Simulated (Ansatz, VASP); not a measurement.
# Hf2N in VASP and in Ansatz

Contents of INCAR:

```
PREC = Accurate ; ENCUT = 520
EDIFF = 1E-6 ; ISMEAR = 0
SIGMA = 0.15 ; LREAL = F
LASPH = T ; NELM = 80
ALGO = Normal ; ISIF = 2
LWAVE = F ; LCHARG = T
GGA = PS ; LELF = T
LVHAR = T ; NBANDS = 34
```

File KPOINTS:

```
regular mesh
0
Gamma
  10 10 14
```

POSCAR

```
Hf2N
1.0
    5.1366727569      0.0000000000      0.0000000000
    0.0000000000      5.1366727569      0.0000000000
    0.0000000000      0.0000000000      3.1306255138
Hf N
4 2
Direct
    0.2954633019      0.2954633019      0.0000000000
    0.7045366981      0.7045366981      0.0000000000
    0.7954633019      0.2045366981      0.5000000000
    0.2045366981      0.7954633019      0.5000000000
    0.0000000000      0.0000000000      0.0000000000
    0.5000000000      0.5000000000      0.5000000000
```

Input for Ansatz:

```yaml
crystal:
  lattice:
    - [5.1366727569, 0.0, 0.0]
    - [0.0, 5.1366727569, 0.0]
    - [0.0, 0.0, 3.1306255138]
  atoms:
    - { symbol: Hf, position: [0.2954633019, 0.2954633019, 0.0] }
    - { symbol: Hf, position: [0.7045366981, 0.7045366981, 0.0] }
    - { symbol: Hf, position: [0.7954633019, 0.2045366981, 0.5] }
    - { symbol: Hf, position: [0.2045366981, 0.7954633019, 0.5] }
    - { symbol: "N", position: [0.0, 0.0, 0.0] }
    - { symbol: "N", position: [0.5, 0.5, 0.5] }
basis:
  ecutwfc: 420
kpoints:
  mp_grid: { grid: [10, 10, 14] }
hamiltonian:
  xc: pbesol
scf:
  occupations: { method: gaussian, width: 0.15 }
output:
  forces: true
  stress: true
  eigenvalues: true
```

Change from the starting cell: strain -0.030 along x and y, -0.030 along z, atoms carried along.

Alike in both runs: task single point; functional PBEsol; k mesh 10 × 10 × 14; occupations gaussian, width 0.15 eV; no spin polarisation.

```csv
,VASP,Ansatz
version,VASP 6.6.1,Ansatz 0.2.0
potentials or method,"VASP PAW PBE potentials, release 64 (Hf_pv, N), cutoff 520 eV","scalar-relativistic, plane waves, PAW"
valence electrons in the cell,50,114
```

```tsv
	VASP	Ansatz	Ansatz less VASP
gap on the k mesh at the Fermi level (eV)	none	none	-
pressure (GPa)	21.9	22.7	+0.83
traceless stress, the component that is largest in VASP (GPa)	0.63	0.79	+0.163
rms of the force components (eV/Å)	0.095	0.096	+0.0012
```

VASP's potentials were made for PBE, not for PBEsol. Atom by atom the forces differ by 0.001 eV/Å (rms over components). A gap of «none» marks a metal or a gap that the smearing closes. With one functional, cell and mesh, what is left measures potentials, basis and numerics. VASP's potentials hold 50 valence electrons a cell and Ansatz's 114, so a difference there can come from the potentials and not from the codes.

Spin-orbit coupling is off throughout.
